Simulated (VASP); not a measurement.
# TiCo (P4mm) in VASP: single point with PBEsol

Aim: the single point of TiCo with PBEsol.

Everything below comes from runs of VASP 6.6.1. Logs are shortened: lines on timing, memory, paths and dates and some standing lists are left out, and cuts for length are marked.

### 1 The cell of the first run

It takes space group P4mm (No. 99, tetragonal). Conventional cell: a = 2.939 Å, b = 2.939 Å, c = 2.939 Å, α = 90.00°, β = 90.00°, γ = 90.00°. Within 3.1 Å of Ti (site symmetry 4mm) lie 8 Co at 2.35 to 2.77 Å and 6 Ti at 2.94 Å. Co (site symmetry 4mm) has 8 Ti at 2.35 to 2.77 Å and 6 Co at 2.94 Å within 3.1 Å.

### 2 Single point, PBEsol, collinear spin, ferromagnetic start (atoms displaced along a vibrational mode)

INCAR reads:

```
ALGO = Normal ; EDIFF = 1E-7
ENCUT = 520 ; GGA = PS
ISIF = 2 ; ISMEAR = 0
ISPIN = 2 ; LASPH = True
LCHARG = False ; LMAXMIX = 4
LORBIT = 11 ; LREAL = False
LWAVE = False ; MAGMOM = 0 0.75
NBANDS = 22 ; NELM = 150
PREC = Accurate ; SIGMA = 0.15
```

KPOINTS reads:

```
k-points
0
Gamma
  20 20 20
```

POSCAR reads:

```
TiCo
1.0
    2.9385037636      0.0000000000      0.0000000000
    0.0000000000      2.9385037636      0.0000000000
    0.0000000000      0.0000000000      2.9385037636
Ti Co
1 1
Direct
    0.0000000000     -0.0680618492      0.0000000000
    0.5000000000      0.5552815199      0.5000000000
```

Potentials or basis: VASP PAW PBE potentials, release 64 (Ti_sv, Co).

Run with:

```bash
> cat potpaw_PBE.64/Ti_sv/POTCAR potpaw_PBE.64/Co/POTCAR > POTCAR
> mpirun -np 1 vasp_std > vasp.out
```

OUTCAR:

```text
EDIFF = 1E-7
   ENCUT = 520
   GGA = PS
   ISIF = 2
   ISMEAR = 0
   ISPIN = 2
   LASPH = True
   LORBIT = 11
   LREAL = False
   NELM = 150
   PREC = Accurate

 ion  position               nearest neighbor table
   1  0.000  0.932  0.000-   2 2.35   2 2.35   2 2.35   2 2.35   2 2.77   2 2.77   2 2.77   2 2.77

   2  0.500  0.555  0.500-   1 2.35   1 2.35   1 2.35   1 2.35   1 2.77   1 2.77   1 2.77   1 2.77

  LATTYP: Found a simple cubic cell.
 ALAT       =     2.9385037636

  Lattice vectors:

 A1 = (   2.9385037636,   0.0000000000,   0.0000000000)
 A2 = (   0.0000000000,   2.9385037636,   0.0000000000)
 A3 = (   0.0000000000,   0.0000000000,   2.9385037636)

Analysis of symmetry for initial positions (statically):
=====================================================================
 Subroutine PRICEL returns:
 Original cell was already a primitive cell.

 Routine SETGRP: Setting up the symmetry group for a
 simple cubic supercell.

 Subroutine GETGRP returns: Found  8 space group operations
 (whereof  8 operations were pure point group operations)
 out of a pool of 48 trial point group operations.

The static configuration has the point symmetry C_4v.

Analysis of symmetry for dynamics (positions and initial velocities):
=====================================================================
 Subroutine PRICEL returns:
 Original cell was already a primitive cell.

 Routine SETGRP: Setting up the symmetry group for a
 simple cubic supercell.

 Subroutine GETGRP returns: Found  8 space group operations
 (whereof  8 operations were pure point group operations)
 out of a pool of 48 trial point group operations.

The dynamic configuration has the point symmetry C_4v.

Analysis of structural, dynamic, and magnetic symmetry:
=====================================================================
 Subroutine PRICEL returns:
 Original cell was already a primitive cell.

 Routine SETGRP: Setting up the symmetry group for a
 simple cubic supercell.

 Subroutine GETGRP returns: Found  8 space group operations
 (whereof  8 operations were pure point group operations)
 out of a pool of 48 trial point group operations.

The overall configuration has the point symmetry C_4v.

 Subroutine INISYM returns: Found  8 space group operations
 (whereof  8 operations are pure point group operations),
 and found     1 'primitive' translations

----------------------------------------------------------------------------------------

                                     Primitive cell

  volume of cell :      25.3734

  direct lattice vectors                    reciprocal lattice vectors
     2.938503764  0.000000000  0.000000000     0.340309246  0.000000000  0.000000000
     0.000000000  2.938503764  0.000000000     0.000000000  0.340309246  0.000000000
     0.000000000  0.000000000  2.938503764     0.000000000  0.000000000  0.340309246

  length of vectors
     2.938503764  2.938503764  2.938503764     0.340309246  0.340309246  0.340309246

  position of ions in fractional coordinates (direct lattice)
     0.000000000  0.931938151  0.000000000
     0.500000000  0.555281520  0.500000000

  ion indices of the primitive-cell ions
   primitive index   ion index
                 1           1
                 2           2

----------------------------------------------------------------------------------------

 KPOINTS: k-points

Automatic generation of k-mesh.
 Grid dimensions read from file:
 generate k-points for:   20   20   20

 Generating k-lattice:

  Cartesian coordinates                     Fractional coordinates (reciprocal lattice)
     0.017015462  0.000000000  0.000000000     0.050000000  0.000000000  0.000000000
     0.000000000  0.017015462  0.000000000     0.000000000  0.050000000  0.000000000
     0.000000000  0.000000000  0.017015462     0.000000000  0.000000000  0.050000000

  Length of vectors
     0.017015462  0.017015462  0.017015462

  Shift w.r.t. Gamma in fractional coordinates (k-lattice)
     0.000000000  0.000000000  0.000000000

 Subroutine IBZKPT returns following result:
 ===========================================

 Found    726 irreducible k-points:

 Following reciprocal coordinates:
            Coordinates               Weight
  0.000000  0.000000  0.000000      1.000000
  0.050000  0.000000  0.000000      4.000000
  0.000000  0.050000  0.000000      2.000000
  0.100000  0.000000  0.000000      4.000000
  0.000000  0.100000  0.000000      2.000000
  0.150000  0.000000  0.000000      4.000000
[... 16 lines left out ...]
  0.050000  0.000000  0.050000      4.000000
  0.100000  0.050000  0.000000      8.000000
 [... further k-points ...]
   k-points           NKPTS =    726   k-points in BZ     NKDIM =    726   number of bands    NBANDS=     22
   number of dos      NEDOS =    301   number of ions     NIONS =      2
   total plane-waves  NPLWV =  13824
   dimension x,y,z NGX =    24 NGY =   24 NGZ =   24
   dimension x,y,z NGXF=    48 NGYF=   48 NGZF=   48
   ions per type =               1   1
   NGX,Y,Z   is equivalent  to a cutoff of  13.58, 13.58, 13.58 a.u.
   NGXF,Y,Z  is equivalent  to a cutoff of  27.16, 27.16, 27.16 a.u.
 SYSTEM =  unknown system
   PREC   = accura    normal or accurate (medium, high low for compatibility)
   ISTART =      0    job   : 0-new  1-cont  2-samecut
   ICHARG =      2    charge: 1-file 2-atom 10-const
   ISPIN  =      2    spin polarized calculation?
   LNONCOLLINEAR =      F non collinear calculations
   LSORBIT =      F    spin-orbit coupling
   LASPH  =      T    aspherical Exc in radial PAW
   ENCUT  =  520.0 eV  38.22 Ry    6.18 a.u.   5.46  5.46  5.46*2*pi/ulx,y,z
   NELM   =    150;   NELMIN=  2; NELMDL= -5     # of ELM steps
   EDIFF  = 0.1E-06   stopping-criterion for ELM
   LREAL  =      F    real-space projection
   EDIFFG = 0.1E-05   stopping-criterion for IOM
   NSW    =      0    number of steps for IOM
   IBRION =     -1    ionic relax: 0-MD 1-quasi-New 2-CG
   NFREE  =      0    steps in history (QN), initial steepest desc. (CG)
   ISIF   =      2    stress and relaxation
   ISYM   =      2    0-nonsym 1-usesym 2-fastsym
   POTIM  = 0.5000    time-step for ionic-motion
   TEBEG  =    0.0;   TEEND  =   0.0 temperature during run
   PSTRESS=    0.0 pullay stress
   NELECT =      21.0000    total number of electrons
   NUPDOWN=      -1.0000    fix difference up-down
   EMIN   =  10.00;   EMAX   =-10.00  energy-range for DOS
   EFERMI =   0.00;   METHOD = LEGACY
   ISMEAR =     0;   SIGMA  =   0.15  broadening in eV -4-tet -1-fermi 0-gaus
   EFERMI_NEDOS =   21; number of points for ismear=-14 and -15
   IALGO  =     38    algorithm
   IMIX   =      4    mixing-type and parameters
     AMIX     =   0.40;   BMIX     =  1.00
     AMIX_MAG =   1.60;   BMIX_MAG =  1.00
  volume/ion in A,a.u.               =      12.69        85.61
  Fermi-wavevector in a.u.,A,eV,Ry     =   1.537051  2.904606 32.144125  2.362527
  Thomas-Fermi vector in A             =   2.643614
   LORBIT       =     11    0 simple, 1 ext, 2 COOP (PROOUT), +10 PAW based schemes
   GGA     = PS    functional components
   LHFCALC =     F    Hartree Fock is set to
   AEXX    =    0.0000 exact exchange contribution
   IVDW    =     0    specifies the selected vdW correction
   LEPSILON=     F    determine dielectric tensor
   LRPA    =     F    only Hartree local field effects (RPA)
 spin polarized calculation
 Gauss-broadening in eV      SIGMA  =   0.15
  energy-cutoff  :      520.00
  volume of cell :       25.37
 maximum number of plane-waves:       711
 NGX is ok and might be reduce to    24
   NGX = 11   NGY = 11   NGZ = 11

 number of electron      21.0000002 magnetization       0.2910394

 Free energy of the ion-electron system (eV)
  ---------------------------------------------------
  ext. energy  EPLUGINS =         0.00000000
  ---------------------------------------------------
  free energy    TOTEN  =       -16.61064106 eV

  energy without entropy =      -16.57693198  energy(sigma->0) =      -16.59378652

 E-fermi :  10.3591     XC(G=0): -12.9493

 val. band max:       10.3590336737   @ k =   0.2500   0.1000   0.0000
 cond. band min:      10.3592005587   @ k =   0.4500   0.1000   0.5000
 fundamental gap:      0.0001668849
 Fermi energy:        10.3591410075

 spin component 1

 k-point     1 :       0.0000    0.0000    0.0000
  band No.  band energies     occupation
      1     -46.4354      1.00000
      2     -22.6511      1.00000
      3     -22.6153      1.00000
      4     -22.6153      1.00000
      5       2.5587      1.00000
      6       5.9748      1.00000
[... 14 lines left out ...]
     21      29.6794      0.00000
     22      32.1936      0.00000
[... 552 lines left out ...]
  band No.  band energies     occupation
      1     -46.4306      1.00000
      2     -22.6576      1.00000
      3     -22.6498      1.00000
      4     -22.6126      1.00000
      5       2.8177      1.00000
      6       6.0993      1.00000
[... 14 lines left out ...]
     21      30.3943      0.00000
     22      31.6664      0.00000

 [... further k-points ...]

 spin component 2

 k-point     1 :       0.0000    0.0000    0.0000
  band No.  band energies     occupation
      1     -46.3989      1.00000
      2     -22.6011      1.00000
      3     -22.5857      1.00000
      4     -22.5857      1.00000
      5       2.5904      1.00000
      6       6.1157      1.00000
[... 14 lines left out ...]
     21      29.7621      0.00000
     22      32.2132      0.00000
[... 552 lines left out ...]
  band No.  band energies     occupation
      1     -46.3940      1.00000
      2     -22.6211      1.00000
      3     -22.6067      1.00000
      4     -22.5829      1.00000
      5       2.8495      1.00000
      6       6.2423      1.00000
[... 14 lines left out ...]
     21      30.4726      0.00000
     22      31.6903      0.00000

 [... further k-points ...]

------------------------ aborting loop because EDIFF is reached ----------------------------------------

  FORCE on cell =-STRESS in cart. coord.  units (eV):
  Direction    XX          YY          ZZ          XY          YZ          ZX
  --------------------------------------------------------------------------------------
  -------------------------------------------------------------------------------------
  Total        1.3957110      0.0849900      1.3957110      0.0000000      0.0000000     -0.0000000
  in kB       88.1307212      5.3666032     88.1307212      0.0000000      0.0000000     -0.0000000
  external PRESSURE =      60.5426819 kB  Pullay stress =       0.0000000 kB

 VOLUME and BASIS-vectors are now :
 -----------------------------------------------------------------------------
  energy-cutoff  :      520.00
  volume of cell :       25.37
      direct lattice vectors                 reciprocal lattice vectors
     2.938503764  0.000000000  0.000000000     0.340309246  0.000000000  0.000000000
     0.000000000  2.938503764  0.000000000     0.000000000  0.340309246  0.000000000
     0.000000000  0.000000000  2.938503764     0.000000000  0.000000000  0.340309246

 POSITION                                       TOTAL-FORCE (eV/Angst)
 -----------------------------------------------------------------------------------
      0.00000      2.73850      0.00000         0.000000      1.469465      0.000000
      1.46925      1.63170      1.46925         0.000000     -1.469465     -0.000000
 -----------------------------------------------------------------------------------
    total drift:                                0.000000      0.000037     -0.000004

  FREE ENERGIE OF THE ION-ELECTRON SYSTEM (eV)
  ---------------------------------------------------
  free  energy   TOTEN  =       -16.6106410588 eV

  energy  without entropy=      -16.5769319764  energy(sigma->0) =      -16.59378652

 total charge

# of ion       s       p       d       tot
------------------------------------------
    1        2.273   6.200   1.960  10.433
    2        0.558   0.483   7.416   8.458
--------------------------------------------------
tot          2.831   6.683   9.376  18.891

 magnetization (x)

# of ion       s       p       d       tot
------------------------------------------
    1        0.000  -0.001   0.037   0.036
    2        0.011   0.004   0.236   0.251
--------------------------------------------------
tot          0.011   0.003   0.273   0.287
```

It took 34 min on 1 thread of AMD EPYC 9755, shared host; peak memory 0.63 GiB.

What came out:

| Property | Result |
| --- | --- |
| Free energy | -16.6106 eV |
| Pressure | 6.1 GPa |
| Largest force | 1.469 eV/Å |
| Net moment | 0.29 μB per cell |
| Site moments | Ti +0.04; Co +0.25 μB |
| Valence electrons inside the program's atomic spheres | Ti 10.43; Co 8.46 |

Forces in eV/Å, atoms in the order of the input:
```
Ti   0.000  1.469  0.000
Co   0.000 -1.469  0.000
```

Caveat: the cell differs from its parent crystal (atoms displaced along a vibrational mode); the stress differs along the axes, from 1 to 9 GPa; the PAW data sets were made with another functional, which shifts forces and pressure a little.
